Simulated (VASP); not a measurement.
**MgS: single point with HSE06**

The system is MgS.

```
Mg S
1.0
     0.00000    2.85522    2.85522
     2.85522    0.00000    2.85522
     2.85522    2.85522    0.00000
Mg S
1 1
Direct
  0.00000 0.00000 0.00000
  0.75000 0.75000 0.75000
```

This cell differs from its parent crystal: strain +0.9%.

```
Program             : VASP 6.6.1
Task                : single point
Functional          : HSE06
Potentials or basis : VASP PAW PBE potentials, release 64 (Mg, S)
Cutoff              : 520 eV
k mesh              : 6 × 6 × 6
Occupations         : gaussian, width 0.01 eV
Spin                : no spin polarisation
```

```json
{"Pressure": "-1.6 GPa", "Band gap on the k mesh": "4.37 eV"}
```

Levels at points of the mesh, in eV from the valence-band top:
```tsv
k point	band 1	band 2	band 3	band 4	band 5	band 6	band 7	band 8	band 9
(0.00, 0.00, 0.00)	-12.33	0.00	0.00	0.00	4.37	9.11	9.11	9.11	12.13
(0.50, 0.00, 0.00)	-11.62	-3.30	-0.35	-0.35	6.12	8.78	8.78	9.72	14.03
(0.50, 0.50, 0.00)	-11.39	-2.98	-1.10	-1.10	4.87	6.71	12.37	13.54	13.54
```

It took 6.2 min on 1 thread of Intel(R) Xeon(R) 6975P-C (Granite Rapids) (shared host), peak memory 0.29 GiB.

Caveat: the cell differs from its parent crystal (strain +0.9%); the PAW data sets were made with another functional, which shifts forces and pressure a little. A k mesh can miss the band edges.
